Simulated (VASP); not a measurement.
# KCl (Fm-3m) in VASP: further runs

Runs on KCl. Level: PBE. Tasks: single point.

Program: VASP 6.6.1. These are calculated values, not measurements. Logs are shortened: lines on timing, memory, paths and dates and some standing lists are left out, and cuts for length are marked.

**1. The cell of the first run**

The structure is cubic, space group Fm-3m (No. 225). The conventional cell has a = 6.381 Å, b = 6.381 Å, c = 6.381 Å, α = 90.00°, β = 90.00°, γ = 90.00°. K (site symmetry m-3m) has 6 Cl at 3.19 Å within 4.2 Å. Cl (site symmetry m-3m) has 6 K at 3.19 Å within 4.2 Å.

**2. Single point, PBE**

Input file INCAR:

```
PREC = Accurate ; ENCUT = 500
EDIFF = 1E-6 ; ISMEAR = 0
SIGMA = 0.02 ; LREAL = False
LASPH = True ; NELM = 120
ALGO = Normal ; ISIF = 2
LWAVE = False ; LCHARG = False
GGA = PE ; NBANDS = 15
GGA_COMPAT = False
```

Input file KPOINTS:

```
Automatic mesh
0
Gamma
  6 6 6
```

Input file POSCAR:

```
KCl
1.0
    0.0000000000      3.1907005808      3.1907005808
    3.1907005808      0.0000000000      3.1907005808
    3.1907005808      3.1907005808      0.0000000000
K Cl
1 1
Direct
    0.0000000000      0.0000000000      0.0000000000
    0.5000000000      0.5000000000      0.5000000000
```

Potentials or basis: VASP PAW PBE potentials, release 64 (K_sv, Cl).

On the command line:

```console
cat potpaw_PBE.64/K_sv/POTCAR potpaw_PBE.64/Cl/POTCAR > POTCAR
mpirun -np 1 vasp_std > vasp.out
```

OUTCAR:

```text
PREC = Accurate
   ENCUT = 500
   EDIFF = 1E-6
   ISMEAR = 0
   LREAL = False
   LASPH = True
   NELM = 120
   ISIF = 2
   GGA = PE

 ion  position               nearest neighbor table
   1  0.000  0.000  0.000-   2 3.19   2 3.19   2 3.19   2 3.19   2 3.19   2 3.19
   2  0.500  0.500  0.500-   1 3.19   1 3.19   1 3.19   1 3.19   1 3.19   1 3.19

  LATTYP: Found a face centered cubic cell.
 ALAT       =     6.3814011616

  Lattice vectors:

 A1 = (   0.0000000000,   3.1907005808,   3.1907005808)
 A2 = (   3.1907005808,   0.0000000000,   3.1907005808)
 A3 = (   3.1907005808,   3.1907005808,   0.0000000000)

Analysis of symmetry for initial positions (statically):
=====================================================================
 Subroutine PRICEL returns:
 Original cell was already a primitive cell.

 Routine SETGRP: Setting up the symmetry group for a
 face centered cubic supercell.

 Subroutine GETGRP returns: Found 48 space group operations
 (whereof 48 operations were pure point group operations)
 out of a pool of 48 trial point group operations.

The static configuration has the point symmetry O_h .

Analysis of symmetry for dynamics (positions and initial velocities):
=====================================================================
 Subroutine PRICEL returns:
 Original cell was already a primitive cell.

 Routine SETGRP: Setting up the symmetry group for a
 face centered cubic supercell.

 Subroutine GETGRP returns: Found 48 space group operations
 (whereof 48 operations were pure point group operations)
 out of a pool of 48 trial point group operations.

The dynamic configuration has the point symmetry O_h .

 Subroutine INISYM returns: Found 48 space group operations
 (whereof 48 operations are pure point group operations),
 and found     1 'primitive' translations

----------------------------------------------------------------------------------------

                                     Primitive cell

  volume of cell :      64.9663

  direct lattice vectors                    reciprocal lattice vectors
     0.000000000  3.190700581  3.190700581    -0.156705397  0.156705397  0.156705397
     3.190700581  0.000000000  3.190700581     0.156705397 -0.156705397  0.156705397
     3.190700581  3.190700581  0.000000000     0.156705397  0.156705397 -0.156705397

  length of vectors
     4.512332035  4.512332035  4.512332035     0.271421709  0.271421709  0.271421709

  position of ions in fractional coordinates (direct lattice)
     0.000000000  0.000000000  0.000000000
     0.500000000  0.500000000  0.500000000

  ion indices of the primitive-cell ions
   primitive index   ion index
                 1           1
                 2           2

----------------------------------------------------------------------------------------

 KPOINTS: Automatic mesh

Automatic generation of k-mesh.
 Grid dimensions read from file:
 generate k-points for:    6    6    6

 Generating k-lattice:

  Cartesian coordinates                     Fractional coordinates (reciprocal lattice)
    -0.026117566  0.026117566  0.026117566     0.166666667  0.000000000  0.000000000
     0.026117566 -0.026117566  0.026117566     0.000000000  0.166666667  0.000000000
     0.026117566  0.026117566 -0.026117566     0.000000000  0.000000000  0.166666667

  Length of vectors
     0.045236951  0.045236951  0.045236951

  Shift w.r.t. Gamma in fractional coordinates (k-lattice)
     0.000000000  0.000000000  0.000000000

 Subroutine IBZKPT returns following result:
 ===========================================

 Found     16 irreducible k-points:

 Following reciprocal coordinates:
            Coordinates               Weight
  0.000000  0.000000  0.000000      1.000000
  0.166667  0.000000  0.000000      8.000000
  0.333333  0.000000  0.000000      8.000000
  0.500000  0.000000  0.000000      4.000000
  0.166667  0.166667  0.000000      6.000000
  0.333333  0.166667  0.000000     24.000000
[... 8 lines left out ...]
 -0.333333  0.333333  0.166667     24.000000
 -0.333333  0.500000  0.166667     12.000000
   k-points           NKPTS =     16   k-points in BZ     NKDIM =     16   number of bands    NBANDS=     15
   number of dos      NEDOS =    301   number of ions     NIONS =      2
   total plane-waves  NPLWV =  46656
   dimension x,y,z NGX =    36 NGY =   36 NGZ =   36
   dimension x,y,z NGXF=    72 NGYF=   72 NGZF=   72
   ions per type =               1   1
   NGX,Y,Z   is equivalent  to a cutoff of  13.26, 13.26, 13.26 a.u.
   NGXF,Y,Z  is equivalent  to a cutoff of  26.53, 26.53, 26.53 a.u.
 SYSTEM =  unknown system
   PREC   = accura    normal or accurate (medium, high low for compatibility)
   ISTART =      0    job   : 0-new  1-cont  2-samecut
   ICHARG =      2    charge: 1-file 2-atom 10-const
   ISPIN  =      1    spin polarized calculation?
   LNONCOLLINEAR =      F non collinear calculations
   LSORBIT =      F    spin-orbit coupling
   LASPH  =      T    aspherical Exc in radial PAW
   ENCUT  =  500.0 eV  36.75 Ry    6.06 a.u.   8.23  8.23  8.23*2*pi/ulx,y,z
   NELM   =    120;   NELMIN=  2; NELMDL= -5     # of ELM steps
   EDIFF  = 0.1E-05   stopping-criterion for ELM
   LREAL  =      F    real-space projection
   EDIFFG = 0.1E-04   stopping-criterion for IOM
   NSW    =      0    number of steps for IOM
   IBRION =     -1    ionic relax: 0-MD 1-quasi-New 2-CG
   NFREE  =      0    steps in history (QN), initial steepest desc. (CG)
   ISIF   =      2    stress and relaxation
   ISYM   =      2    0-nonsym 1-usesym 2-fastsym
   POTIM  = 0.5000    time-step for ionic-motion
   TEBEG  =    0.0;   TEEND  =   0.0 temperature during run
   PSTRESS=    0.0 pullay stress
   NELECT =      16.0000    total number of electrons
   NUPDOWN=      -1.0000    fix difference up-down
   EMIN   =  10.00;   EMAX   =-10.00  energy-range for DOS
   EFERMI =   0.00;   METHOD = LEGACY
   ISMEAR =     0;   SIGMA  =   0.02  broadening in eV -4-tet -1-fermi 0-gaus
   EFERMI_NEDOS =   21; number of points for ismear=-14 and -15
   IALGO  =     38    algorithm
   IMIX   =      4    mixing-type and parameters
     AMIX     =   0.40;   BMIX     =  1.00
     AMIX_MAG =   1.60;   BMIX_MAG =  1.00
  volume/ion in A,a.u.               =      32.48       219.21
  Fermi-wavevector in a.u.,A,eV,Ry     =   1.026169  1.939178 14.327238  1.053022
  Thomas-Fermi vector in A             =   2.160047
   LORBIT       =      0    0 simple, 1 ext, 2 COOP (PROOUT), +10 PAW based schemes
   GGA     = PE    functional components
   LHFCALC =     F    Hartree Fock is set to
   AEXX    =    0.0000 exact exchange contribution
   IVDW    =     0    specifies the selected vdW correction
   LEPSILON=     F    determine dielectric tensor
   LRPA    =     F    only Hartree local field effects (RPA)
 non-spin polarized calculation
 Gauss-broadening in eV      SIGMA  =   0.02
  energy-cutoff  :      500.00
  volume of cell :       64.97
 maximum number of plane-waves:      1676
 NGX is ok and might be reduce to    36
   NGX = 17   NGY = 17   NGZ = 17

 number of electron      15.9999998 magnetization

 Free energy of the ion-electron system (eV)
  ---------------------------------------------------
  ext. energy  EPLUGINS =         0.00000000
  ---------------------------------------------------
  free energy    TOTEN  =        -6.81078760 eV

  energy without entropy =       -6.81078760  energy(sigma->0) =       -6.81078760

 E-fermi :  -1.8136     XC(G=0):  -7.3697

 val. band max:       -2.0031912815   @ k =   0.0000   0.0000   0.0000
 cond. band min:       3.0419313777   @ k =   0.0000   0.0000   0.0000
 fundamental gap:      5.0451226592
 Fermi energy:        -1.8135536877

 k-point     1 :       0.0000    0.0000    0.0000
  band No.  band energies     occupation
      1     -29.3058      2.00000
      2     -14.0758      2.00000
      3     -12.7654      2.00000
      4     -12.7654      2.00000
      5     -12.7654      2.00000
      6      -2.0032      2.00000
      7      -2.0032      2.00000
      8      -2.0032      2.00000
      9       3.0419      0.00000
     10       6.3504      0.00000
     11       6.3504      0.00000
     12       6.3504      0.00000
     13       7.2042      0.00000
     14       7.2042      0.00000
     15      10.8262      0.00000

 k-point     2 :       0.1667    0.0000    0.0000
  band No.  band energies     occupation
      1     -29.3037      2.00000
      2     -14.1234      2.00000
      3     -12.7676      2.00000
      4     -12.7676      2.00000
      5     -12.7060      2.00000
      6      -2.2956      2.00000
      7      -2.0801      2.00000
      8      -2.0801      2.00000
      9       3.6534      0.00000
     10       6.1712      0.00000
     11       6.6801      0.00000
     12       6.6801      0.00000
     13       7.5509      0.00000
     14       7.5509      0.00000
     15      11.6783      0.00000

 k-point     3 :       0.3333    0.0000    0.0000
  band No.  band energies     occupation
      1     -29.2994      2.00000
      2     -14.2083      2.00000
      3     -12.7718      2.00000
      4     -12.7718      2.00000
      5     -12.5969      2.00000
      6      -2.7781      2.00000
      7      -2.2262      2.00000
      8      -2.2262      2.00000
      9       4.8761      0.00000
     10       6.1721      0.00000
     11       7.5721      0.00000
     12       7.5721      0.00000
     13       8.4313      0.00000
     14       8.4313      0.00000
     15      10.5700      0.00000
[... 199 lines left out ...]
 k-point    15 :      -0.3333    0.3333    0.1667
  band No.  band energies     occupation
      1     -29.2954      2.00000
      2     -14.1221      2.00000
      3     -12.8303      2.00000
      4     -12.8146      2.00000
      5     -12.6601      2.00000
      6      -2.6709      2.00000
      7      -2.4165      2.00000
      8      -2.3307      2.00000
      9       5.8655      0.00000
     10       6.1014      0.00000
     11       7.5518      0.00000
     12       7.8321      0.00000
     13       9.0358      0.00000
     14       9.5507      0.00000
     15       9.7041      0.00000

 k-point    16 :      -0.3333    0.5000    0.1667
  band No.  band energies     occupation
      1     -29.2947      2.00000
      2     -14.0531      2.00000
      3     -12.8670      2.00000
      4     -12.8307      2.00000
      5     -12.7149      2.00000
      6      -2.5489      2.00000
      7      -2.3949      2.00000
      8      -2.3446      2.00000
      9       5.2378      0.00000
     10       6.7939      0.00000
     11       6.8727      0.00000
     12       7.9891      0.00000
     13       8.8023      0.00000
     14       9.5353      0.00000
     15      10.0560      0.00000

------------------------ aborting loop because EDIFF is reached ----------------------------------------

  FORCE on cell =-STRESS in cart. coord.  units (eV):
  Direction    XX          YY          ZZ          XY          YZ          ZX
  --------------------------------------------------------------------------------------
  -------------------------------------------------------------------------------------
  Total        0.0042686      0.0042686      0.0042686     -0.0000000      0.0000000      0.0000000
  in kB        0.1052711      0.1052711      0.1052711     -0.0000000      0.0000000      0.0000000
  external PRESSURE =       0.1052711 kB  Pullay stress =       0.0000000 kB

 VOLUME and BASIS-vectors are now :
 -----------------------------------------------------------------------------
  energy-cutoff  :      500.00
  volume of cell :       64.97
      direct lattice vectors                 reciprocal lattice vectors
     0.000000000  3.190700581  3.190700581    -0.156705397  0.156705397  0.156705397
     3.190700581  0.000000000  3.190700581     0.156705397 -0.156705397  0.156705397
     3.190700581  3.190700581  0.000000000     0.156705397  0.156705397 -0.156705397

 POSITION                                       TOTAL-FORCE (eV/Angst)
 -----------------------------------------------------------------------------------
      0.00000      0.00000      0.00000        -0.000000      0.000000     -0.000000
      3.19070      3.19070      3.19070         0.000000     -0.000000      0.000000
 -----------------------------------------------------------------------------------
    total drift:                                0.000000      0.000000      0.000000

  FREE ENERGIE OF THE ION-ELECTRON SYSTEM (eV)
  ---------------------------------------------------
  free  energy   TOTEN  =        -6.8107876026 eV

  energy  without entropy=       -6.8107876026  energy(sigma->0) =       -6.81078760
```

Wall time 16 s (1 thread of AMD EPYC 7R13 (Zen 3), shared host); peak memory 0.17 GiB.

What came out:

```
Free energy            : -6.8108 eV
Pressure               : 0.0 GPa
Band gap on the k mesh : 5.05 eV
```

**3. Single point, PBE**

Input file INCAR:

```
SYSTEM = KCl
PREC = Accurate ; ENCUT = 500
EDIFF = 1E-6 ; ISMEAR = 0
SIGMA = 0.02 ; LREAL = .False.
LASPH = .True. ; NELM = 120
ALGO = Normal ; ISIF = 2
LWAVE = .False. ; LCHARG = .False.
GGA = PE ; NBANDS = 15
GGA_COMPAT = .False.
```

Input file KPOINTS:

```
Automatic mesh
0
Gamma
  6 6 6
  0 0 0
```

POSCAR is that of step 2.

Potentials or basis: VASP PAW PBE potentials, release 64 (K_sv, Cl).

On the command line:

```console
cat potpaw_PBE.64/K_sv/POTCAR potpaw_PBE.64/Cl/POTCAR > POTCAR
mpirun -np 1 vasp_std > vasp.out
```

Run time: 16 s. Hardware: 1 thread of AMD EPYC 7R13 (Zen 3), shared host; peak memory 0.17 GiB.

Results (log left out):

* Free energy: -6.8108 eV
* Pressure: 0.0 GPa
* Band gap on the k mesh: 5.05 eV

Levels at points of the mesh, in eV from the valence-band top:
```
           k point  band 4  band 5  band 6  band 7  band 8  band 9  band 10  band 11  band 12  band 13
(0.00, 0.00, 0.00)  -10.76  -10.76    0.00    0.00    0.00    5.05     8.35     8.35     8.35     9.21
(0.50, 0.00, 0.00)  -10.77  -10.54   -0.98   -0.29   -0.29    7.47     8.43    10.39    10.39    11.26
(0.50, 0.50, 0.00)  -10.81  -10.81   -0.63   -0.21   -0.21    6.56     8.16     9.83    10.15    10.45
```
